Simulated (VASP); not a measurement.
# Mo3As (P-6m2) in VASP: relaxation of cell and atoms with PBE

Aim: the relaxation of cell and atoms of Mo3As with PBE.

All numbers are computed with VASP 6.6.1; they aren't measurements. Logs are shortened: lines on timing, memory, paths and dates and some standing lists are left out, and cuts for length are marked.

## Step 1: The cell of the first run

Symmetry: P-6m2, No. 187, hexagonal system. The conventional cell has a = 3.961 Å, b = 3.961 Å, c = 5.473 Å, α = 90.00°, β = 90.00°, γ = 120.00°. Within 2.2 Å of Mo (site symmetry 3m) lie 1 As at 1.68 Å and 1 Mo at 2.12 Å. Mo (site symmetry -6m2) has 6 Mo at 2.52 Å within 3.3 Å. As (site symmetry -6m2) has 2 Mo at 1.68 Å within 2.2 Å.

The cell was generated, and may not be a known phase.

## Step 2: Relaxation of cell and atoms, PBE

File INCAR:

```
SYSTEM = Mo3As
PREC = Accurate
ENCUT = 500
EDIFF = 1E-7
ISMEAR = 0
SIGMA = 0.1
LREAL = .FALSE.
LASPH = .TRUE.
NELM = 120
ALGO = Normal
ISIF = 3
LWAVE = .FALSE.
LCHARG = .FALSE.
GGA = PE
IBRION = 2
NSW = 90
EDIFFG = -0.04
GGA_COMPAT = .FALSE.
NELMIN = 4
KPAR = 8
```

File KPOINTS:

```
Automatic mesh
0
G
  6 6 4
  0 0 0
```

File POSCAR:

```
Mo3As
1.0
    3.9611996700      0.0000000000      0.0000000000
   -1.9805998300      3.4304995400      0.0000000000
    0.0000000000      0.0000000000      5.4733179100
Mo As
3 1
Direct
    0.6666666700      0.3333333300      0.8063153200
    0.6666666700      0.3333333300      0.1936846800
    0.3333333300      0.6666666700      0.0000000000
    0.6666666700      0.3333333300      0.5000000000
```

Potentials or basis: VASP PAW PBE potentials, release 64 (Mo_sv, As).

On the command line:

```console
$ cat potpaw_PBE.64/Mo_sv/POTCAR potpaw_PBE.64/As/POTCAR > POTCAR
$ mpirun -np 8 vasp_std > vasp.out
```

OUTCAR:

```text
SYSTEM = Mo3As
   PREC = Accurate
   ENCUT = 500
   EDIFF = 1E-7
   ISMEAR = 0
   LREAL = .FALSE.
   LASPH = .TRUE.
   NELM = 120
   ISIF = 3
   GGA = PE
   IBRION = 2
   NSW = 90
   EDIFFG = -0.04
   NELMIN = 4

 ion  position               nearest neighbor table
   1  0.667  0.333  0.806-   4 1.68   2 2.12   3 2.52   3 2.52   3 2.52   2 3.35
   2  0.667  0.333  0.194-   4 1.68   1 2.12   3 2.52   3 2.52   3 2.52   1 3.35
   3  0.333  0.667  0.000-   1 2.52   2 2.52   1 2.52   2 2.52   1 2.52   2 2.52
   4  0.667  0.333  0.500-   1 1.68   2 1.68

  LATTYP: Found a hexagonal cell.
 ALAT       =     3.9611996700
 C/A-ratio  =     1.3817323957

  Lattice vectors:

 A1 = (   3.9611996700,   0.0000000000,   0.0000000000)
 A2 = (  -1.9805998300,   3.4304995400,   0.0000000000)
 A3 = (   0.0000000000,   0.0000000000,   5.4733179100)

Analysis of symmetry for initial positions (statically):
=====================================================================
 Subroutine PRICEL returns:
 Original cell was already a primitive cell.

 Routine SETGRP: Setting up the symmetry group for a
 hexagonal supercell.

 Subroutine GETGRP returns: Found 12 space group operations
 (whereof 12 operations were pure point group operations)
 out of a pool of 24 trial point group operations.

The static configuration has the point symmetry D_3h.

Analysis of symmetry for dynamics (positions and initial velocities):
=====================================================================
 Subroutine PRICEL returns:
 Original cell was already a primitive cell.

 Routine SETGRP: Setting up the symmetry group for a
 hexagonal supercell.

 Subroutine GETGRP returns: Found 12 space group operations
 (whereof 12 operations were pure point group operations)
 out of a pool of 24 trial point group operations.

The dynamic configuration has the point symmetry D_3h.

 Subroutine INISYM returns: Found 12 space group operations
 (whereof 12 operations are pure point group operations),
 and found     1 'primitive' translations

----------------------------------------------------------------------------------------

                                     Primitive cell

  volume of cell :      74.3763

  direct lattice vectors                    reciprocal lattice vectors
     3.961199670  0.000000000  0.000000000     0.252448774  0.145751367  0.000000000
    -1.980599830  3.430499540  0.000000000     0.000000000  0.291502735  0.000000000
     0.000000000  0.000000000  5.473317910     0.000000000  0.000000000  0.182704534

  length of vectors
     3.961199670  3.961199664  5.473317910     0.291502735  0.291502735  0.182704534

  position of ions in fractional coordinates (direct lattice)
     0.666666670  0.333333330  0.806315320
     0.666666670  0.333333330  0.193684680
     0.333333330  0.666666670  0.000000000
     0.666666670  0.333333330  0.500000000

  ion indices of the primitive-cell ions
   primitive index   ion index
                 1           1
                 2           2
                 3           3
                 4           4

----------------------------------------------------------------------------------------

 KPOINTS: Automatic mesh

Automatic generation of k-mesh.
 Grid dimensions read from file:
 generate k-points for:    6    6    4

 Generating k-lattice:

  Cartesian coordinates                     Fractional coordinates (reciprocal lattice)
     0.042074796  0.024291895  0.000000000     0.166666667  0.000000000  0.000000000
     0.000000000  0.048583789  0.000000000     0.000000000  0.166666667  0.000000000
     0.000000000  0.000000000  0.045676134     0.000000000  0.000000000  0.250000000

  Length of vectors
     0.048583789  0.048583789  0.045676134

  Shift w.r.t. Gamma in fractional coordinates (k-lattice)
     0.000000000  0.000000000  0.000000000

 Subroutine IBZKPT returns following result:
 ===========================================

 Found     21 irreducible k-points:

 Following reciprocal coordinates:
            Coordinates               Weight
  0.000000  0.000000  0.000000      1.000000
  0.166667  0.000000  0.000000      6.000000
  0.333333  0.000000  0.000000      6.000000
  0.500000  0.000000  0.000000      3.000000
  0.166667  0.166667  0.000000      6.000000
  0.333333  0.166667  0.000000     12.000000
[... 13 lines left out ...]
  0.333333  0.166667  0.500000     12.000000
  0.333333  0.333333  0.500000      2.000000
   k-points           NKPTS =     21   k-points in BZ     NKDIM =     21   number of bands    NBANDS=     28
   number of dos      NEDOS =    301   number of ions     NIONS =      4
   total plane-waves  NPLWV =  36000
   dimension x,y,z NGX =    30 NGY =   30 NGZ =   40
   dimension x,y,z NGXF=    60 NGYF=   60 NGZF=   80
   ions per type =               3   1
   NGX,Y,Z   is equivalent  to a cutoff of  12.59, 12.59, 12.15 a.u.
   NGXF,Y,Z  is equivalent  to a cutoff of  25.18, 25.18, 24.30 a.u.
 SYSTEM =  Mo3As
   PREC   = accura    normal or accurate (medium, high low for compatibility)
   ISTART =      0    job   : 0-new  1-cont  2-samecut
   ICHARG =      2    charge: 1-file 2-atom 10-const
   ISPIN  =      1    spin polarized calculation?
   LNONCOLLINEAR =      F non collinear calculations
   LSORBIT =      F    spin-orbit coupling
   LASPH  =      T    aspherical Exc in radial PAW
   ENCUT  =  500.0 eV  36.75 Ry    6.06 a.u.   7.22  7.22  9.98*2*pi/ulx,y,z
   NELM   =    120;   NELMIN=  4; NELMDL= -5     # of ELM steps
   EDIFF  = 0.1E-06   stopping-criterion for ELM
   LREAL  =      F    real-space projection
   EDIFFG = -.4E-01   stopping-criterion for IOM
   NSW    =     90    number of steps for IOM
   IBRION =      2    ionic relax: 0-MD 1-quasi-New 2-CG
   NFREE  =      1    steps in history (QN), initial steepest desc. (CG)
   ISIF   =      3    stress and relaxation
   ISYM   =      2    0-nonsym 1-usesym 2-fastsym
   POTIM  = 0.5000    time-step for ionic-motion
   TEBEG  =    0.0;   TEEND  =   0.0 temperature during run
   PSTRESS=    0.0 pullay stress
   NELECT =      47.0000    total number of electrons
   NUPDOWN=      -1.0000    fix difference up-down
   EMIN   =  10.00;   EMAX   =-10.00  energy-range for DOS
   EFERMI =   0.00;   METHOD = LEGACY
   ISMEAR =     0;   SIGMA  =   0.10  broadening in eV -4-tet -1-fermi 0-gaus
   EFERMI_NEDOS =   21; number of points for ismear=-14 and -15
   IALGO  =     38    algorithm
   IMIX   =      4    mixing-type and parameters
     AMIX     =   0.40;   BMIX     =  1.00
     AMIX_MAG =   1.60;   BMIX_MAG =  1.00
  volume/ion in A,a.u.               =      18.59       125.48
  Fermi-wavevector in a.u.,A,eV,Ry     =   1.404848  2.654777 26.852412  1.973597
  Thomas-Fermi vector in A             =   2.527368
   LORBIT       =      0    0 simple, 1 ext, 2 COOP (PROOUT), +10 PAW based schemes
   GGA     = PE    functional components
   LHFCALC =     F    Hartree Fock is set to
   AEXX    =    0.0000 exact exchange contribution
   IVDW    =     0    specifies the selected vdW correction
   LEPSILON=     F    determine dielectric tensor
   LRPA    =     F    only Hartree local field effects (RPA)
 conjugate gradient relaxation of ions
 non-spin polarized calculation
 Gauss-broadening in eV      SIGMA  =   0.10
  energy-cutoff  :      500.00
  volume of cell :       74.38
 maximum number of plane-waves:      1914
 NGX is ok and might be reduce to    30
   NGX = 15   NGY = 15   NGZ = 19

--------------------------------------- Ionic step        1  -------------------------------------------

 number of electron      47.0000000 magnetization

 Free energy of the ion-electron system (eV)
  ---------------------------------------------------
  ext. energy  EPLUGINS =         0.00000000
  ---------------------------------------------------
  free energy    TOTEN  =        -9.70437073 eV

  energy without entropy =       -9.68226595  energy(sigma->0) =       -9.69331834

------------------------ aborting loop because EDIFF is reached ----------------------------------------

  FORCE on cell =-STRESS in cart. coord.  units (eV):
  Direction    XX          YY          ZZ          XY          YZ          ZX
  --------------------------------------------------------------------------------------
  -------------------------------------------------------------------------------------
  Total        5.8480081      5.8480081    170.3413002      0.0000000      0.0000000      0.0000000
  in kB      125.9748286    125.9748283   3669.4059974      0.0000002      0.0000000      0.0000000
  external PRESSURE =    1307.1185514 kB  Pullay stress =       0.0000000 kB
[... 25 lines left out ...]
--------------------------------------- Ionic step        2  -------------------------------------------

 number of electron      46.9999455 magnetization

 E-fermi :  -0.2173     XC(G=0):  -6.1653

 val. band max:       -0.2180280410   @ k =   0.3333   0.3333   0.2500
 cond. band min:      -0.1961763872   @ k =   0.3333   0.1667   0.0000
 fundamental gap:      0.0218516538
 Fermi energy:        -0.2172532134

 k-point     1 :       0.0000    0.0000    0.0000
  band No.  band energies     occupation
      1     -64.8915      2.00000
      2     -64.0171      2.00000
      3     -63.7052      2.00000
      4     -38.2654      2.00000
      5     -38.2654      2.00000
      6     -37.9254      2.00000
[... 709 lines left out ...]
  FREE ENERGIE OF THE ION-ELECTRON SYSTEM (eV)
  ---------------------------------------------------
  free  energy   TOTEN  =       -15.6510670000 eV

  energy  without entropy=      -15.5968385112  energy(sigma->0) =      -15.62395276

 E-fermi :  14.2264     XC(G=0): -13.5457

 val. band max:       14.2017366272   @ k =   0.3333   0.1667   0.5000
 cond. band min:      14.2857698409   @ k =   0.3333   0.1667   0.0000
 fundamental gap:      0.0840332137
 Fermi energy:        14.2263646207

 k-point     1 :       0.0000    0.0000    0.0000
  band No.  band energies     occupation
      1     -47.9112      2.00000
      2     -47.3052      2.00000
      3     -45.8930      2.00000
      4     -23.7446      2.00000
      5     -23.7228      2.00000
      6     -22.2679      2.00000
[... 640 lines left out ...]
     27      17.9951      0.00000
     28      18.0394      0.00000

 E-fermi :   3.5430     XC(G=0):  -9.3698

 val. band max:        3.5351803940   @ k =   0.3333   0.0000   0.2500
 cond. band min:       3.5476177269   @ k =   0.3333   0.0000   0.0000
 fundamental gap:      0.0124373329
 Fermi energy:         3.5430206534

 k-point     1 :       0.0000    0.0000    0.0000
  band No.  band energies     occupation
      1     -57.4376      2.00000
      2     -57.4154      2.00000
      3     -57.2652      2.00000
      4     -31.5338      2.00000
      5     -31.5338      2.00000
      6     -31.4545      2.00000
[... 640 lines left out ...]
     27       5.0652      0.00000
     28       5.1474      0.00000

[... ionic steps 4 to 21 ...]

--------------------------------------- Ionic step       22  -------------------------------------------

 number of electron      46.9999998 magnetization

------------------------ aborting loop because EDIFF is reached ----------------------------------------
[... 71 lines left out ...]
--------------------------------------- Ionic step       24  -------------------------------------------

 number of electron      47.0000014 magnetization

 Free energy of the ion-electron system (eV)
  ---------------------------------------------------
  ext. energy  EPLUGINS =         0.00000000
  ---------------------------------------------------
  free energy    TOTEN  =       -34.87684509 eV

  energy without entropy =      -34.85428096  energy(sigma->0) =      -34.86556303

 E-fermi :   9.6236     XC(G=0): -12.1521

 val. band max:        9.6005350892   @ k =   0.3333   0.1667   0.2500
 cond. band min:       9.6365545721   @ k =   0.3333   0.0000   0.0000
 fundamental gap:      0.0360194830
 Fermi energy:         9.6236206269

 k-point     1 :       0.0000    0.0000    0.0000
  band No.  band energies     occupation
      1     -51.3139      2.00000
      2     -51.1766      2.00000
      3     -50.8990      2.00000
      4     -25.9334      2.00000
      5     -25.2685      2.00000
      6     -25.2175      2.00000
[... 671 lines left out ...]
  FREE ENERGIE OF THE ION-ELECTRON SYSTEM (eV)
  ---------------------------------------------------
  free  energy   TOTEN  =       -34.8768450944 eV

  energy  without entropy=      -34.8542809627  energy(sigma->0) =      -34.86556303

 reached required accuracy - stopping structural energy minimisation
```

Run time: 9.3 min. Hardware: 8 MPI ranks of AMD EPYC 7R43 (Zen 3), shared host; peak memory 0.21 GiB.

Results:

- Free energy: -34.8768 eV
- Relaxed volume: 17.71 Å³/atom
- Relaxed cell: a = 3.080 Å, b = 3.080 Å, c = 8.623 Å, α = 90.00°, β = 90.00°, γ = 120.00°
- Space group after relaxing (to 0.1 Å): P-6m2 (No. 187)
- Pressure after relaxing: -0.1 GPa
- Largest force after relaxing: 0.010 eV/Å
- Band gap on the k mesh: zero (an odd number of electrons rules out a gap without spin polarisation)

Forces on the atoms (eV/Å):
```
Mo   0.000  0.000  0.010
Mo   0.000  0.000 -0.010
Mo   0.000  0.000  0.000
As   0.000  0.000  0.000
```

Final structure:
```xyz
4
Lattice="3.0796 0.0000 0.0000 -1.5398 2.6670 0.0000 0.0000 0.0000 8.6229" Properties=species:S:1:pos:R:3 pbc="T T T"
Mo    1.5398    0.8890    1.9110
Mo    1.5398    0.8890    6.7119
Mo    0.0000    1.7780    0.0000
As    1.5398    0.8890    4.3115
```

Caveat: a cell axis changed by over 15 % at a fixed basis, so the end point is rough.

The gap in the log of VASP goes by the Fermi energy; the results here count the filled bands.